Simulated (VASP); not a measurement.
# Y2As (Fm-3m) in VASP: further runs

Runs on Y2As. Level: PBE. Tasks: single point, relaxation of cell and atoms.

All numbers are computed with VASP 6.6.1; they aren't measurements. Logs are shortened: lines on timing, memory, paths and dates and some standing lists are left out, and cuts for length are marked.

## (1) The cell of the first run

The structure is cubic, space group Fm-3m (No. 225). Conventional cell: a = 6.815 Å, b = 6.815 Å, c = 6.815 Å, α = 90.00°, β = 90.00°, γ = 90.00°. Y (site symmetry -43m) has 4 As at 2.95 Å and 6 Y at 3.41 Å within 3.9 Å. As (site symmetry m-3m) has 8 Y at 2.95 Å within 3.9 Å.

## (2) Single point, PBE

INCAR

```
PREC = Accurate
ENCUT = 520
EDIFF = 1E-6
ISMEAR = 0
SIGMA = 0.1
LREAL = F
LASPH = T
NELM = 80
ALGO = Normal
ISIF = 2
LWAVE = F
LCHARG = F
GGA = PE
NBANDS = 20
```

KPOINTS

```
Automatic mesh
0
Gamma
  4 4 4
```

POSCAR

```
Y2As
1.0
    0.0000000000      3.4077057024      3.4077057024
    3.4077057024      0.0000000000      3.4077057024
    3.4077057024      3.4077057024      0.0000000000
Y As
2 1
Direct
    0.2500000000      0.2500000000      0.2500000000
    0.7500000000      0.7500000000      0.7500000000
    0.0000000000      0.0000000000      0.0000000000
```

Potentials or basis: VASP PAW PBE potentials, release 64 (Y_sv, As).

Run with:

```console
> cat potpaw_PBE.64/Y_sv/POTCAR potpaw_PBE.64/As/POTCAR > POTCAR
> mpirun -np 1 vasp_std > vasp.out
```

OUTCAR:

```text
PREC = Accurate
   ENCUT = 520
   EDIFF = 1E-6
   ISMEAR = 0
   LREAL = F
   LASPH = T
   NELM = 80
   ISIF = 2
   GGA = PE

 ion  position               nearest neighbor table
   1  0.250  0.250  0.250-   3 2.95   3 2.95   3 2.95   3 2.95   2 3.41   2 3.41   2 3.41   2 3.41
                             2 3.41   2 3.41
   2  0.750  0.750  0.750-   3 2.95   3 2.95   3 2.95   3 2.95   1 3.41   1 3.41   1 3.41   1 3.41
                             1 3.41   1 3.41
   3  0.000  0.000  0.000-   2 2.95   2 2.95   2 2.95   1 2.95   2 2.95   1 2.95   1 2.95   1 2.95

  LATTYP: Found a face centered cubic cell.
 ALAT       =     6.8154114048

  Lattice vectors:

 A1 = (   0.0000000000,   3.4077057024,   3.4077057024)
 A2 = (   3.4077057024,   0.0000000000,   3.4077057024)
 A3 = (   3.4077057024,   3.4077057024,   0.0000000000)

Analysis of symmetry for initial positions (statically):
=====================================================================
 Subroutine PRICEL returns:
 Original cell was already a primitive cell.

 Routine SETGRP: Setting up the symmetry group for a
 face centered cubic supercell.

 Subroutine GETGRP returns: Found 48 space group operations
 (whereof 48 operations were pure point group operations)
 out of a pool of 48 trial point group operations.

The static configuration has the point symmetry O_h .

Analysis of symmetry for dynamics (positions and initial velocities):
=====================================================================
 Subroutine PRICEL returns:
 Original cell was already a primitive cell.

 Routine SETGRP: Setting up the symmetry group for a
 face centered cubic supercell.

 Subroutine GETGRP returns: Found 48 space group operations
 (whereof 48 operations were pure point group operations)
 out of a pool of 48 trial point group operations.

The dynamic configuration has the point symmetry O_h .

 Subroutine INISYM returns: Found 48 space group operations
 (whereof 48 operations are pure point group operations),
 and found     1 'primitive' translations

----------------------------------------------------------------------------------------

                                     Primitive cell

  volume of cell :      79.1437

  direct lattice vectors                    reciprocal lattice vectors
     0.000000000  3.407705702  3.407705702    -0.146726286  0.146726286  0.146726286
     3.407705702  0.000000000  3.407705702     0.146726286 -0.146726286  0.146726286
     3.407705702  3.407705702  0.000000000     0.146726286  0.146726286 -0.146726286

  length of vectors
     4.819223621  4.819223621  4.819223621     0.254137381  0.254137381  0.254137381

  position of ions in fractional coordinates (direct lattice)
     0.250000000  0.250000000  0.250000000
     0.750000000  0.750000000  0.750000000
     0.000000000  0.000000000  0.000000000

  ion indices of the primitive-cell ions
   primitive index   ion index
                 1           1
                 2           2
                 3           3

----------------------------------------------------------------------------------------

 KPOINTS: Automatic mesh

Automatic generation of k-mesh.
 Grid dimensions read from file:
 generate k-points for:    4    4    4

 Generating k-lattice:

  Cartesian coordinates                     Fractional coordinates (reciprocal lattice)
    -0.036681571  0.036681571  0.036681571     0.250000000  0.000000000  0.000000000
     0.036681571 -0.036681571  0.036681571     0.000000000  0.250000000  0.000000000
     0.036681571  0.036681571 -0.036681571     0.000000000  0.000000000  0.250000000

  Length of vectors
     0.063534345  0.063534345  0.063534345

  Shift w.r.t. Gamma in fractional coordinates (k-lattice)
     0.000000000  0.000000000  0.000000000

 Subroutine IBZKPT returns following result:
 ===========================================

 Found      8 irreducible k-points:

 Following reciprocal coordinates:
            Coordinates               Weight
  0.000000  0.000000  0.000000      1.000000
  0.250000  0.000000  0.000000      8.000000
  0.500000  0.000000  0.000000      4.000000
  0.250000  0.250000  0.000000      6.000000
  0.500000  0.250000  0.000000     24.000000
 -0.250000  0.250000  0.000000     12.000000
  0.500000  0.500000  0.000000      3.000000
 -0.250000  0.500000  0.250000      6.000000
   k-points           NKPTS =      8   k-points in BZ     NKDIM =      8   number of bands    NBANDS=     20
   number of dos      NEDOS =    301   number of ions     NIONS =      3
   total plane-waves  NPLWV =  46656
   dimension x,y,z NGX =    36 NGY =   36 NGZ =   36
   dimension x,y,z NGXF=    72 NGYF=   72 NGZF=   72
   ions per type =               2   1
   NGX,Y,Z   is equivalent  to a cutoff of  12.42, 12.42, 12.42 a.u.
   NGXF,Y,Z  is equivalent  to a cutoff of  24.84, 24.84, 24.84 a.u.
 SYSTEM =  unknown system
   PREC   = accura    normal or accurate (medium, high low for compatibility)
   ISTART =      0    job   : 0-new  1-cont  2-samecut
   ICHARG =      2    charge: 1-file 2-atom 10-const
   ISPIN  =      1    spin polarized calculation?
   LNONCOLLINEAR =      F non collinear calculations
   LSORBIT =      F    spin-orbit coupling
   LASPH  =      T    aspherical Exc in radial PAW
   ENCUT  =  520.0 eV  38.22 Ry    6.18 a.u.   8.96  8.96  8.96*2*pi/ulx,y,z
   NELM   =     80;   NELMIN=  2; NELMDL= -5     # of ELM steps
   EDIFF  = 0.1E-05   stopping-criterion for ELM
   LREAL  =      F    real-space projection
   EDIFFG = 0.1E-04   stopping-criterion for IOM
   NSW    =      0    number of steps for IOM
   IBRION =     -1    ionic relax: 0-MD 1-quasi-New 2-CG
   NFREE  =      0    steps in history (QN), initial steepest desc. (CG)
   ISIF   =      2    stress and relaxation
   ISYM   =      2    0-nonsym 1-usesym 2-fastsym
   POTIM  = 0.5000    time-step for ionic-motion
   TEBEG  =    0.0;   TEEND  =   0.0 temperature during run
   PSTRESS=    0.0 pullay stress
   NELECT =      27.0000    total number of electrons
   NUPDOWN=      -1.0000    fix difference up-down
   EMIN   =  10.00;   EMAX   =-10.00  energy-range for DOS
   EFERMI =   0.00;   METHOD = LEGACY
   ISMEAR =     0;   SIGMA  =   0.10  broadening in eV -4-tet -1-fermi 0-gaus
   EFERMI_NEDOS =   21; number of points for ismear=-14 and -15
   IALGO  =     38    algorithm
   IMIX   =      4    mixing-type and parameters
     AMIX     =   0.40;   BMIX     =  1.00
     AMIX_MAG =   1.60;   BMIX_MAG =  1.00
  volume/ion in A,a.u.               =      26.38       178.03
  Fermi-wavevector in a.u.,A,eV,Ry     =   1.143907  2.161671 17.803536  1.308523
  Thomas-Fermi vector in A             =   2.280601
   LORBIT       =      0    0 simple, 1 ext, 2 COOP (PROOUT), +10 PAW based schemes
   GGA     = PE    functional components
   LHFCALC =     F    Hartree Fock is set to
   AEXX    =    0.0000 exact exchange contribution
   IVDW    =     0    specifies the selected vdW correction
   LEPSILON=     F    determine dielectric tensor
   LRPA    =     F    only Hartree local field effects (RPA)
 non-spin polarized calculation
 Gauss-broadening in eV      SIGMA  =   0.10
  energy-cutoff  :      520.00
  volume of cell :       79.14
 maximum number of plane-waves:      2148
   NGX = 17   NGY = 17   NGZ = 17

 number of electron      27.0000001 magnetization

 Free energy of the ion-electron system (eV)
  ---------------------------------------------------
  ext. energy  EPLUGINS =         0.00000000
  ---------------------------------------------------
  free energy    TOTEN  =       -19.91012939 eV

  energy without entropy =      -19.87821504  energy(sigma->0) =      -19.89417221

 E-fermi :   4.6708     XC(G=0):  -9.8557

 val. band max:        4.4363357633   @ k =   0.5000   0.5000   0.0000
 cond. band min:       4.6805841767   @ k =   0.5000   0.2500   0.0000
 fundamental gap:      0.2442484134
 Fermi energy:         4.6707696532

 k-point     1 :       0.0000    0.0000    0.0000
  band No.  band energies     occupation
      1     -38.3946      2.00000
      2     -38.2690      2.00000
      3     -18.5711      2.00000
      4     -18.5711      2.00000
      5     -18.5711      2.00000
      6     -18.2044      2.00000
[... 12 lines left out ...]
     19       8.7401      0.00000
     20       8.7401      0.00000

 k-point     2 :       0.2500    0.0000    0.0000
  band No.  band energies     occupation
      1     -38.3756      2.00000
      2     -38.2868      2.00000
      3     -18.5394      2.00000
      4     -18.5231      2.00000
      5     -18.5231      2.00000
      6     -18.2865      2.00000
[... 12 lines left out ...]
     19       7.7549      0.00000
     20       7.9328      0.00000

 k-point     3 :       0.5000    0.0000    0.0000
  band No.  band energies     occupation
      1     -38.3307      2.00000
      2     -38.3307      2.00000
      3     -18.4572      2.00000
      4     -18.4180      2.00000
      5     -18.4060      2.00000
      6     -18.4060      2.00000
[... 12 lines left out ...]
     19       6.3288      0.00000
     20       6.3288      0.00000

 k-point     4 :       0.2500    0.2500    0.0000
  band No.  band energies     occupation
      1     -38.3728      2.00000
      2     -38.2891      2.00000
      3     -18.6114      2.00000
      4     -18.6114      2.00000
      5     -18.4877      2.00000
      6     -18.3439      2.00000
[... 12 lines left out ...]
     19       7.8315      0.00000
     20       8.7219      0.00000

 k-point     5 :       0.5000    0.2500    0.0000
  band No.  band energies     occupation
      1     -38.3452      2.00000
      2     -38.3155      2.00000
      3     -18.6545      2.00000
      4     -18.5873      2.00000
      5     -18.5769      2.00000
      6     -18.2349      2.00000
[... 12 lines left out ...]
     19       7.2671      0.00000
     20       7.9929      0.00000

 k-point     6 :      -0.2500    0.2500    0.0000
  band No.  band energies     occupation
      1     -38.3516      2.00000
      2     -38.3097      2.00000
      3     -18.6593      2.00000
      4     -18.4615      2.00000
      5     -18.4322      2.00000
      6     -18.3862      2.00000
[... 12 lines left out ...]
     19       7.5494      0.00000
     20       7.7080      0.00000

 k-point     7 :       0.5000    0.5000    0.0000
  band No.  band energies     occupation
      1     -38.3510      2.00000
      2     -38.3091      2.00000
      3     -18.7546      2.00000
      4     -18.6510      2.00000
      5     -18.6510      2.00000
      6     -18.1515      2.00000
[... 12 lines left out ...]
     19       6.8920      0.00000
     20       8.7785      0.00000

 k-point     8 :      -0.2500    0.5000    0.2500
  band No.  band energies     occupation
      1     -38.3301      2.00000
      2     -38.3301      2.00000
      3     -18.7218      2.00000
      4     -18.6847      2.00000
      5     -18.4074      2.00000
      6     -18.4074      2.00000
[... 12 lines left out ...]
     19       7.4225      0.00000
     20       8.0934      0.00000

------------------------ aborting loop because EDIFF is reached ----------------------------------------

  FORCE on cell =-STRESS in cart. coord.  units (eV):
  Direction    XX          YY          ZZ          XY          YZ          ZX
  --------------------------------------------------------------------------------------
  -------------------------------------------------------------------------------------
  Total        0.0349711      0.0349711      0.0349711      0.0000000     -0.0000000     -0.0000000
  in kB        0.7079511      0.7079511      0.7079511      0.0000000     -0.0000000     -0.0000000
  external PRESSURE =       0.7079511 kB  Pullay stress =       0.0000000 kB

 VOLUME and BASIS-vectors are now :
 -----------------------------------------------------------------------------
  energy-cutoff  :      520.00
  volume of cell :       79.14
      direct lattice vectors                 reciprocal lattice vectors
     0.000000000  3.407705702  3.407705702    -0.146726286  0.146726286  0.146726286
     3.407705702  0.000000000  3.407705702     0.146726286 -0.146726286  0.146726286
     3.407705702  3.407705702  0.000000000     0.146726286  0.146726286 -0.146726286

 POSITION                                       TOTAL-FORCE (eV/Angst)
 -----------------------------------------------------------------------------------
      1.70385      1.70385      1.70385        -0.000000     -0.000000     -0.000000
      5.11156      5.11156      5.11156         0.000000      0.000000      0.000000
      0.00000      0.00000      0.00000        -0.000000     -0.000000      0.000000
 -----------------------------------------------------------------------------------
    total drift:                                0.000000      0.000000      0.000000

  FREE ENERGIE OF THE ION-ELECTRON SYSTEM (eV)
  ---------------------------------------------------
  free  energy   TOTEN  =       -19.9101293883 eV

  energy  without entropy=      -19.8782150401  energy(sigma->0) =      -19.89417221
```

It took 19 s on 1 thread of AMD EPYC 7R13, shared host; peak memory 0.22 GiB.

What came out:

```
Free energy : -19.9101 eV
Pressure    : 0.1 GPa
```

Caveat: the k points lie up to 0.40 Å⁻¹ apart.

## (3) Single point, PBE

This run uses another cell than the first one, of 24.22 Å³/atom, 0.918 times its volume.

INCAR

```
PREC = Accurate
ENCUT = 520
EDIFF = 1E-7
ISMEAR = 0
SIGMA = 0.1
LREAL = False
LASPH = True
NELM = 100
ALGO = Normal
ISIF = 2
LWAVE = False
LCHARG = False
GGA = PE
NBANDS = 20
```

KPOINTS

```
regular mesh
0
Gamma
  6 6 6
```

POSCAR

```
Y2As
1.0
    0.0000000000      3.3120405880      3.3120405880
    3.3120405880      0.0000000000      3.3120405880
    3.3120405880      3.3120405880      0.0000000000
Y As
2 1
Direct
    0.2500000000      0.2500000000      0.2500000000
    0.7500000000      0.7500000000      0.7500000000
    0.0000000000      0.0000000000      0.0000000000
```

Potentials or basis: VASP PAW PBE potentials, release 64 (Y_sv, As).

Run with:

```console
> cat potpaw_PBE.64/Y_sv/POTCAR potpaw_PBE.64/As/POTCAR > POTCAR
> mpirun -np 1 vasp_std > vasp.out
```

It took 29 s on 1 thread of AMD EPYC 7R13, shared host; peak memory 0.22 GiB.

Results (log left out):

| Quantity | Value |
| --- | --- |
| Free energy | -19.7940 eV |
| Pressure | 7.0 GPa |

Levels at points of the mesh, in eV from the Fermi level:
```tsv
k point	band 11	band 12	band 13	band 14	band 15	band 16	band 17	band 18
(0.00, 0.00, 0.00)	-4.12	-4.12	-1.08	-1.08	-0.62	4.45	4.45	4.45
(0.50, 0.00, 0.00)	-3.37	-3.37	0.44	0.44	0.65	1.39	1.91	1.91
(0.50, 0.50, 0.00)	-2.72	-2.72	-1.57	-0.52	-0.12	2.46	2.46	2.58
```

## (4) Relaxation of cell and atoms, PBE

This run uses another cell than the first one, of 24.22 Å³/atom, 0.918 times its volume.

INCAR

```
SYSTEM = Y2As
  ALGO = Normal
  EDIFF = 1E-6
  EDIFFG = -0.04
  ENCUT = 600
  GGA = PE
  IBRION = 2
  ISIF = 3
  ISMEAR = 0
  LASPH = .TRUE.
  LCHARG = .FALSE.
  LREAL = .FALSE.
  LWAVE = .FALSE.
  NELM = 60
  NSW = 90
  PREC = Accurate
  SIGMA = 0.1
```

KPOINTS

```
k-points
0
G
  4 4 4
  0 0 0
```

POSCAR is that of step 3.

Run with:

```console
> cat potpaw_PBE.64/Y_sv/POTCAR potpaw_PBE.64/As/POTCAR > POTCAR
> mpirun -np 1 vasp_std > vasp.out
```

Run time: 75 s. Hardware: 1 thread of AMD EPYC 7R13, shared host; peak memory 0.26 GiB.

It converged, with:

```
Free energy                            : -19.9100 eV
Relaxed volume                         : 26.42 Å³/atom
Relaxed cell                           : a = 4.822 Å, b = 4.822 Å, c = 4.822 Å, α = 60.00°, β = 60.00°, γ = 60.00°
Space group after relaxing (to 0.05 Å) : Fm-3m (No. 225)
Energy gained by relaxing              : 44.6 meV/atom
Ionic steps                            : 3
Pressure after relaxing                : 0.0 GPa
```

Step by step:
| step | energy change (eV) | largest force (eV/Å) | pressure (GPa) | volume (Å³) |
| --- | --- | --- | --- | --- |
| 1 | 0.0000 | 0.0000 | 7.04 | 72.66 |
| 2 | -0.0690 | 0.0000 | -3.77 | 84.44 |
| 3 | -0.1339 | 0.0000 | -0.02 | 79.26 |

Final structure:
```yaml
crystal:
  lattice:
    - [0.00000, 3.40940, 3.40940]
    - [3.40940, 0.00000, 3.40940]
    - [3.40940, 3.40940, 0.00000]
  atoms:
    - { symbol: Y, position: [0.25000, 0.25000, 0.25000] }
    - { symbol: Y, position: [0.75000, 0.75000, 0.75000] }
    - { symbol: As, position: [0.00000, 0.00000, 0.00000] }
```

Levels at points of the mesh, in eV from the Fermi level:
```csv
k point,band 11,band 12,band 13,band 14,band 15,band 16
"(0.00, 0.00, 0.00)",-4.03,-4.03,-1.10,-1.10,-1.08,3.89
"(0.50, 0.00, 0.00)",-3.42,-3.42,0.25,0.25,0.48,0.92
"(0.50, 0.50, 0.00)",-2.91,-2.91,-1.63,-0.72,-0.23,2.15
```

Caveat: the k points lie up to 0.40 Å⁻¹ apart in the final cell.

## (5) Summary

```tsv
task	cell	k mesh	cutoff (eV)	gap on the mesh (eV)	pressure (GPa)
single point	a = 4.819 Å, angles 60.0°, 3 atoms	4 × 4 × 4	520	none	0.1
single point	a = 4.684 Å, angles 60.0°, 3 atoms	6 × 6 × 6	520	none	7.0
relaxation of cell and atoms	relaxed from a = 4.684 Å, angles 60.0°, 3 atoms	4 × 4 × 4	600	none	0.0
```

Alike in all rows: level PBE; potentials or basis VASP PAW PBE potentials, release 64 (Y_sv, As); no spin polarisation; smearing gaussian 0.1 eV.

Caveats: some runs use coarse meshes.

Total energies depend on the potentials used, so only differences within one code and one set of settings carry meaning.
